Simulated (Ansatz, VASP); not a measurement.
**HfO2 in VASP and in Ansatz**

Contents of INCAR:

```
PREC = Accurate
ENCUT = 600
EDIFF = 1E-6
ISMEAR = -1
SIGMA = 0.05
LREAL = F
LASPH = T
NELM = 60
ALGO = Normal
ISIF = 3
LWAVE = F
LCHARG = F
GGA = PE
IBRION = 2
NSW = 60
EDIFFG = -0.005
```

Contents of KPOINTS:

```
regular mesh
0
Gamma
  11 11 11
```

File POSCAR:

```
HfO2
1.0
    0.0000000000      2.4662120743      2.4662120743
    2.4662120743      0.0000000000      2.4662120743
    2.4662120743      2.4662120743      0.0000000000
Hf O
1 2
Direct
    0.0000000000      0.0000000000      0.0000000000
    0.2500000000      0.2500000000      0.2500000000
    0.7500000000      0.7500000000      0.7500000000
```

Input for Ansatz:

```yaml
crystal:
  lattice:
    - [0.0, 2.4662120743, 2.4662120743]
    - [2.4662120743, 0.0, 2.4662120743]
    - [2.4662120743, 2.4662120743, 0.0]
  atoms:
    - { symbol: Hf, position: [0.0, 0.0, 0.0] }
    - { symbol: O, position: [0.25, 0.25, 0.25] }
    - { symbol: O, position: [0.75, 0.75, 0.75] }
kpoints:
  mp_grid: { grid: [11, 11, 11] }
scf:
  occupations: { method: fermi_dirac, width: 0.05 }
hamiltonian:
  xc: pbe
  pseudopotentials: { kind: paw }
output:
  forces: true
  stress: true
relax:
  f_tol: 0.005
  max_steps: 40
  cell: {}
```

Alike in both runs: task relaxation of cell and atoms; functional PBE; k mesh 11 × 11 × 11; occupations fermi-dirac, width 0.05 eV; no spin polarisation.

|  | VASP | Ansatz |
| --- | --- | --- |
| version | VASP 6.6.1 | Ansatz 0.2.0 |
| potentials or method | VASP PAW PBE potentials, release 64 (Hf_pv, O) | PAW with Ansatz's default frozen-core files, scalar-relativistic |
| plane-wave cutoff (eV) | 600 | 420 |
| valence electrons in the cell | 22 | 38 |

Ansatz gave:

```
relaxed volume (Å³/atom)                                     : 11.04
relaxed cell length with the largest relative difference (Å) : 3.604
```

Task: What did VASP give for the same quantities?

Result: Relaxed volume (Å³/atom): 10.87; relaxed cell length with the largest relative difference (Å): 3.586.

VASP's potentials hold 22 valence electrons a cell and Ansatz's 38, so a difference there can come from the potentials and not from the codes.

Neither program's run includes spin-orbit coupling.
